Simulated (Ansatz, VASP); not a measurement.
## Two plane-wave programs on Mg

```
CELL_PARAMETERS angstrom
0.00000 2.24426 2.24426
2.24426 0.00000 2.24426
2.24426 2.24426 0.00000
ATOMIC_POSITIONS crystal
Mg 0.97995 0.02005 0.02005
```

Change from the starting cell: one atom moved.

Alike in both runs: task single point; functional PBE; k mesh 14 × 14 × 14; occupations gaussian, width 0.1 eV; no spin polarisation.

|  | VASP | Ansatz |
| --- | --- | --- |
| version | VASP 6.6.1 | Ansatz 0.2.0 |
| potentials or method | VASP PAW PBE potentials, release 64 (Mg), cutoff 600 eV | scalar-relativistic, plane waves, PAW |
| valence electrons in the cell | 2 | 10 |

```csv
,VASP,Ansatz,Ansatz less VASP
gap on the k mesh at the Fermi level (eV),none,none,-
pressure (GPa),0.8,0.9,+0.12
```

A gap of «none» marks a metal or a gap that the smearing closes. The functional is the same, so the differences come from potentials, cutoffs and numerics. VASP's potentials hold 2 valence electrons a cell and Ansatz's 10, so a difference there can come from the potentials and not from the codes.
